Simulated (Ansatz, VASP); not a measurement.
MoOs: VASP beside Ansatz

INCAR

```
SYSTEM = MoOs
PREC     = Accurate       ! precision mode
ENCUT    = 600            ! plane-wave cutoff, eV
EDIFF    = 1E-6           ! SCF threshold, eV
ISMEAR   = 1              ! smearing method
SIGMA    = 0.05           ! smearing width, eV
LREAL    = .False.        ! projectors in reciprocal space
LASPH    = .True.         ! aspherical terms in the spheres
NELM     = 100            ! most SCF steps
ALGO     = Normal         ! electronic algorithm
ISIF     = 3              ! what is computed and relaxed
LWAVE    = .False.        ! write WAVECAR
LCHARG   = .False.        ! write CHGCAR
IBRION   = 2              ! ionic algorithm
NSW      = 80             ! ionic steps
EDIFFG   = -0.01          ! ionic threshold
```

KPOINTS

```
regular mesh
0
Gamma
  18 18 10
  0 0 0
```

Contents of POSCAR:

```
MoOs
1.0
    2.7817600000      0.0000000000      0.0000000000
   -1.3908800000      2.4090700000      0.0000000000
    0.0000000000      0.0000000000      4.5070600000
Mo Os
1 1
Direct
    0.6666666667      0.3333333333      0.5000000000
    0.3333333333      0.6666666667      0.0000000000
```

Input for Ansatz:

```yaml
crystal:
  lattice:
    - [2.78176, 0.0, 0.0]
    - [-1.39088, 2.40907, 0.0]
    - [0.0, 0.0, 4.50706]
  atoms:
    - { symbol: Mo, position: [0.6666666666666666, 0.3333333333333333, 0.5] }
    - { symbol: Os, position: [0.3333333333333333, 0.6666666666666666, 0.0] }
kpoints:
  mp_grid:
    grid: [18, 18, 10]
hamiltonian:
  xc: lda
scf:
  occupations:
    method: methfessel_paxton
    width: 0.05
relax:
  cell: {}
```

Alike in both runs: task relaxation of cell and atoms; functional LDA; k mesh 18 × 18 × 10; occupations methfessel-paxton of order 1, width 0.05 eV; no spin polarisation.

|  | VASP | Ansatz |
| --- | --- | --- |
| version | VASP 6.6.1 | Ansatz 0.2.0 |
| potentials or method | VASP PAW LDA potentials, release 64 (Mo_sv, Os) | plane waves, PAW |
| plane-wave cutoff (eV) | 600 | 420 |
| valence electrons in the cell | 22 | 30 |

VASP gave:

* relaxed volume (Å³/atom): 14.39
* relaxed cell length with the largest relative difference (Å): 2.741

Task: What did Ansatz give for the same quantities?

Result: Relaxed volume (Å³/atom): 14.34; relaxed cell length with the largest relative difference (Å): 2.738.

LDA's correlation is that of Perdew and Zunger in VASP and of Perdew and Wang (1992) in Ansatz. VASP's potentials hold 22 valence electrons a cell and Ansatz's 30, so a difference there can come from the potentials and not from the codes.

Neither program's run includes spin-orbit coupling.
